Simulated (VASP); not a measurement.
A run of VASP 6.6.1 is set up as follows.

Contents of INCAR:

```
SYSTEM = Nb3N
PREC     = Accurate       ! precision mode
ENCUT    = 520            ! plane-wave cutoff, eV
EDIFF    = 1E-7           ! SCF threshold, eV
ISMEAR   = 0              ! smearing method
SIGMA    = 0.1            ! smearing width, eV
LREAL    = .FALSE.        ! projectors in reciprocal space
LASPH    = .TRUE.         ! aspherical terms in the spheres
NELM     = 80             ! most SCF steps
ALGO     = Normal         ! electronic algorithm
ISIF     = 2              ! what is computed and relaxed
LWAVE    = .FALSE.        ! write WAVECAR
LCHARG   = .TRUE.         ! write CHGCAR
GGA      = PE             ! functional
LELF     = .TRUE.         ! ELF
LVHAR    = .TRUE.       
NBANDS   = 30             ! bands
```

KPOINTS

```
regular mesh
0
G
  12 12 12
  0 0 0
```

Contents of POSCAR:

```
Nb3N
1.0
    2.3772560918     -3.6243475746      0.0000000000
    2.3772560918      3.6243475746      0.0000000000
    0.0000000000      0.0000000000      3.9893033436
Nb N
3 1
Direct
    0.6888794030      0.3111205970      0.0000000000
    0.3111205970      0.6888794030      0.0000000000
    0.0000000000      0.0000000000      0.5000000000
    0.0000000000      0.0000000000      0.0000000000
```

Potentials or basis: VASP PAW PBE potentials, release 64 (Nb_sv, N).

The run is started by

```sh
$ cat potpaw_PBE.64/Nb_sv/POTCAR potpaw_PBE.64/N/POTCAR > POTCAR
$ mpirun -np 1 vasp_std > vasp.out
```

(1) Estimate the largest force.

(2) What does it give for the band gap on the k mesh?

(3) What does it give for the pressure?

Answers

(1) 0.016 eV/Å.

(2) zero (bands 22 and 23 overlap by 1.62 eV).

(3) -0.3 GPa.
